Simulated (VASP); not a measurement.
# ZnS (P6_3mc) in VASP: single point with PBE

Aim: the single point of ZnS with PBE.

All numbers are computed with VASP 6.6.1; they aren't measurements. Logs are shortened: lines on timing, memory, paths and dates and some standing lists are left out, and cuts for length are marked.

### Step 1. The cell of the first run

It takes space group P6_3mc (No. 186, hexagonal). The conventional cell has a = 3.811 Å, b = 3.811 Å, c = 6.234 Å, α = 90.00°, β = 90.00°, γ = 120.00°. Zn (site symmetry 3m) has 4 S at 2.31 to 2.40 Å within 3.1 Å. Within 3.1 Å of S (site symmetry 3m) lie 4 Zn at 2.31 to 2.40 Å.

### Step 2. Single point, PBE

File INCAR:

```
  PREC = Accurate
  ENCUT = 520
  EDIFF = 1E-6
  ISMEAR = 0
  SIGMA = 0.05
  LREAL = F
  LASPH = T
  NELM = 80
  ALGO = Normal
  ISIF = 2
  LWAVE = F
  LCHARG = F
  GGA = PE
  NBANDS = 26
```

File KPOINTS:

```
regular mesh
0
Gamma
  12 12 6
```

File POSCAR:

```
ZnS
1.0
    3.8110000000      0.0000000000      0.0000000000
   -1.9055000000      3.3004228100      0.0000000000
    0.0000000000      0.0000000000      6.2340000000
Zn S
2 2
Direct
    0.3333333300      0.6666666700      0.0000000000
    0.6666666700      0.3333333300      0.5000000000
    0.3333333300      0.6666666700      0.3850000000
    0.6666666700      0.3333333300      0.8850000000
```

Potentials or basis: VASP PAW PBE potentials, release 64 (Zn, S).

Launch:

```sh
$ cat potpaw_PBE.64/Zn/POTCAR potpaw_PBE.64/S/POTCAR > POTCAR
$ mpirun -np 1 vasp_std > vasp.out
```

OUTCAR:

```text
PREC = Accurate
   ENCUT = 520
   EDIFF = 1E-6
   ISMEAR = 0
   LREAL = F
   LASPH = T
   NELM = 80
   ISIF = 2
   GGA = PE

 ion  position               nearest neighbor table
   1  0.333  0.667  0.000-   4 2.31   4 2.31   4 2.31   3 2.40
   2  0.667  0.333  0.500-   3 2.31   3 2.31   3 2.31   4 2.40
   3  0.333  0.667  0.385-   2 2.31   2 2.31   2 2.31   1 2.40
   4  0.667  0.333  0.885-   1 2.31   1 2.31   1 2.31   2 2.40

  LATTYP: Found a hexagonal cell.
 ALAT       =     3.8110000000
 C/A-ratio  =     1.6357911309

  Lattice vectors:

 A1 = (   3.8110000000,   0.0000000000,   0.0000000000)
 A2 = (  -1.9055000000,   3.3004228100,   0.0000000000)
 A3 = (   0.0000000000,   0.0000000000,   6.2340000000)

Analysis of symmetry for initial positions (statically):
=====================================================================
 Subroutine PRICEL returns:
 Original cell was already a primitive cell.

 Routine SETGRP: Setting up the symmetry group for a
 hexagonal supercell.

 Subroutine GETGRP returns: Found 12 space group operations
 (whereof  6 operations were pure point group operations)
 out of a pool of 24 trial point group operations.

The static configuration has the point symmetry C_3v.
 The point group associated with its full space group is C_6v.

Analysis of symmetry for dynamics (positions and initial velocities):
=====================================================================
 Subroutine PRICEL returns:
 Original cell was already a primitive cell.

 Routine SETGRP: Setting up the symmetry group for a
 hexagonal supercell.

 Subroutine GETGRP returns: Found 12 space group operations
 (whereof  6 operations were pure point group operations)
 out of a pool of 24 trial point group operations.

The dynamic configuration has the point symmetry C_3v.
 The point group associated with its full space group is C_6v.

 Subroutine INISYM returns: Found 12 space group operations
 (whereof  6 operations are pure point group operations),
 and found     1 'primitive' translations

----------------------------------------------------------------------------------------

                                     Primitive cell

  volume of cell :      78.4107

  direct lattice vectors                    reciprocal lattice vectors
     3.811000000  0.000000000  0.000000000     0.262398321  0.151495741  0.000000000
    -1.905500000  3.300422810  0.000000000     0.000000000  0.302991482  0.000000000
     0.000000000  0.000000000  6.234000000     0.000000000  0.000000000  0.160410651
[... 88 lines left out ...]
   EDIFF  = 0.1E-05   stopping-criterion for ELM
   LREAL  =      F    real-space projection
   EDIFFG = 0.1E-04   stopping-criterion for IOM
   NSW    =      0    number of steps for IOM
   IBRION =     -1    ionic relax: 0-MD 1-quasi-New 2-CG
   NFREE  =      0    steps in history (QN), initial steepest desc. (CG)
   ISIF   =      2    stress and relaxation
   ISYM   =      2    0-nonsym 1-usesym 2-fastsym
   POTIM  = 0.5000    time-step for ionic-motion
   TEBEG  =    0.0;   TEEND  =   0.0 temperature during run
   PSTRESS=    0.0 pullay stress
   NELECT =      36.0000    total number of electrons
   NUPDOWN=      -1.0000    fix difference up-down
   EMIN   =  10.00;   EMAX   =-10.00  energy-range for DOS
   EFERMI =   0.00;   METHOD = LEGACY
   ISMEAR =     0;   SIGMA  =   0.05  broadening in eV -4-tet -1-fermi 0-gaus
   EFERMI_NEDOS =   21; number of points for ismear=-14 and -15
   IALGO  =     38    algorithm
   IMIX   =      4    mixing-type and parameters
     AMIX     =   0.40;   BMIX     =  1.00
     AMIX_MAG =   1.60;   BMIX_MAG =  1.00
  volume/ion in A,a.u.               =      19.60       132.29
  Fermi-wavevector in a.u.,A,eV,Ry     =   1.262943  2.386617 21.701647  1.595026
  Thomas-Fermi vector in A             =   2.396326
   LORBIT       =      0    0 simple, 1 ext, 2 COOP (PROOUT), +10 PAW based schemes
   GGA     = PE    functional components
   LHFCALC =     F    Hartree Fock is set to
   AEXX    =    0.0000 exact exchange contribution
   IVDW    =     0    specifies the selected vdW correction
   LEPSILON=     F    determine dielectric tensor
   LRPA    =     F    only Hartree local field effects (RPA)
 non-spin polarized calculation
 Gauss-broadening in eV      SIGMA  =   0.05
  energy-cutoff  :      520.00
  volume of cell :       78.41
 maximum number of plane-waves:      2133
   NGX = 15   NGY = 15   NGZ = 23

 number of electron      35.9999977 magnetization

 Free energy of the ion-electron system (eV)
  ---------------------------------------------------
  ext. energy  EPLUGINS =         0.00000000
  ---------------------------------------------------
  free energy    TOTEN  =       -13.65412156 eV

  energy without entropy =      -13.65412156  energy(sigma->0) =      -13.65412156

 E-fermi :   2.4357     XC(G=0):  -9.6513

 val. band max:        2.1623820159   @ k =   0.0000   0.0000   0.0000
 cond. band min:       4.4156150517   @ k =   0.0000   0.0000   0.0000
 fundamental gap:      2.2532330358
 Fermi energy:         2.4357146966

 k-point     1 :       0.0000    0.0000    0.0000
  band No.  band energies     occupation
      1     -11.0312      2.00000
      2     -10.1082      2.00000
      3      -4.2064      2.00000
      4      -4.2064      2.00000
      5      -4.1422      2.00000
      6      -4.1421      2.00000
[... 685 lines left out ...]
     25      10.9531      0.00000
     26      11.9655      0.00000

 [... further k-points ...]

------------------------ aborting loop because EDIFF is reached ----------------------------------------

  FORCE on cell =-STRESS in cart. coord.  units (eV):
  Direction    XX          YY          ZZ          XY          YZ          ZX
  --------------------------------------------------------------------------------------
  -------------------------------------------------------------------------------------
  Total        1.5554229      1.5554229      0.5496316      0.0000000     -0.0000000      0.0000000
  in kB       31.7821855     31.7821854     11.2307037      0.0000000     -0.0000000      0.0000000
  external PRESSURE =      24.9316915 kB  Pullay stress =       0.0000000 kB

 VOLUME and BASIS-vectors are now :
 -----------------------------------------------------------------------------
  energy-cutoff  :      520.00
  volume of cell :       78.41
      direct lattice vectors                 reciprocal lattice vectors
     3.811000000  0.000000000  0.000000000     0.262398321  0.151495741  0.000000000
    -1.905500000  3.300422810  0.000000000     0.000000000  0.302991482  0.000000000
     0.000000000  0.000000000  6.234000000     0.000000000  0.000000000  0.160410651

 POSITION                                       TOTAL-FORCE (eV/Angst)
 -----------------------------------------------------------------------------------
     -0.00000      2.20028      0.00000        -0.000000      0.000000      0.322598
      1.90550      1.10014      3.11700        -0.000000     -0.000000      0.322598
     -0.00000      2.20028      2.40009        -0.000000      0.000000     -0.322598
      1.90550      1.10014      5.51709         0.000000     -0.000000     -0.322598
 -----------------------------------------------------------------------------------
    total drift:                               -0.000010      0.000005      0.000468

  FREE ENERGIE OF THE ION-ELECTRON SYSTEM (eV)
  ---------------------------------------------------
  free  energy   TOTEN  =       -13.6541215559 eV

  energy  without entropy=      -13.6541215559  energy(sigma->0) =      -13.65412156
```

OSZICAR:

```text
N       E                     dE             d eps       ncg     rms          rms(c)
DAV:   1     0.246264498496E+03    0.24626E+03   -0.17044E+04  3954   0.167E+03
DAV:   2     0.103278159484E+02   -0.23594E+03   -0.22531E+03  4070   0.352E+02
DAV:   3    -0.139154094278E+02   -0.24243E+02   -0.24001E+02  4768   0.112E+02
DAV:   4    -0.145042643940E+02   -0.58885E+00   -0.58761E+00  4548   0.176E+01
DAV:   5    -0.145131650000E+02   -0.89006E-02   -0.88984E-02  4822   0.214E+00    0.992E+00
DAV:   6    -0.136643228634E+02    0.84884E+00   -0.16471E+00  5942   0.372E+01    0.762E+00
DAV:   7    -0.136598920287E+02    0.44308E-02   -0.12435E+00  4198   0.655E+00    0.346E+00
DAV:   8    -0.136532874921E+02    0.66045E-02   -0.34973E-02  4882   0.176E+00    0.976E-01
DAV:   9    -0.136537569235E+02   -0.46943E-03   -0.93068E-03  5330   0.131E+00    0.230E-01
DAV:  10    -0.136539011569E+02   -0.14423E-03   -0.59771E-04  4560   0.340E-01    0.938E-02
DAV:  11    -0.136541181170E+02   -0.21696E-03   -0.33677E-04  4084   0.125E-01    0.530E-02
DAV:  12    -0.136541180767E+02    0.40292E-07   -0.15268E-05  4830   0.430E-02    0.108E-02
DAV:  13    -0.136541214901E+02   -0.34134E-05   -0.59272E-06  4076   0.180E-02    0.245E-03
DAV:  14    -0.136541215559E+02   -0.65842E-07   -0.60384E-07  3244   0.162E-02
   1 F= -.13654122E+02 E0= -.13654122E+02  d E =-.414979E-17
```

stdout:

```text
POSCAR found type information on POSCAR ZnS
 POSCAR found :  2 types and       4 ions
 scaLAPACK will be used
 LDA part: xc-table for (Slater+PW92), standard interpolation
 POSCAR, INCAR and KPOINTS ok, starting setup
 FFT: planning ... GRIDC
 FFT: planning ... GRID_SOFT
 FFT: planning ... GRID
 WAVECAR not read
 entering main loop
```

It took 2.6 min on 1 thread of Intel Xeon 8259CL, shared host; peak memory 0.27 GiB.

Results:

- Free energy: -13.6541 eV
- Pressure: 2.5 GPa
- Largest force: 0.323 eV/Å
- Band gap on the k mesh: 2.25 eV

Forces in eV/Å, atoms in the order of the input:
```
Zn   0.000  0.000  0.323
Zn   0.000  0.000  0.323
S    0.000  0.000 -0.323
S    0.000  0.000 -0.323
```

Stress tensor (GPa, compression positive):
```
3.18 0.00 0.00
0.00 3.18 0.00
0.00 0.00 1.12
```

Levels at points of the mesh, in eV from the valence-band top:
```csv
k point,band 16,band 17,band 18,band 19,band 20,band 21
"(0.00, 0.00, 0.00)",-0.01,-0.01,0.00,2.25,3.00,6.30
"(0.50, 0.00, 0.00)",-2.25,-1.56,-0.98,3.62,4.27,5.18
"(0.00, 0.00, 0.50)",-0.45,-0.45,-0.45,3.51,3.51,6.73
"(0.50, 0.00, 0.50)",-1.66,-1.53,-1.53,3.62,3.62,5.15
```
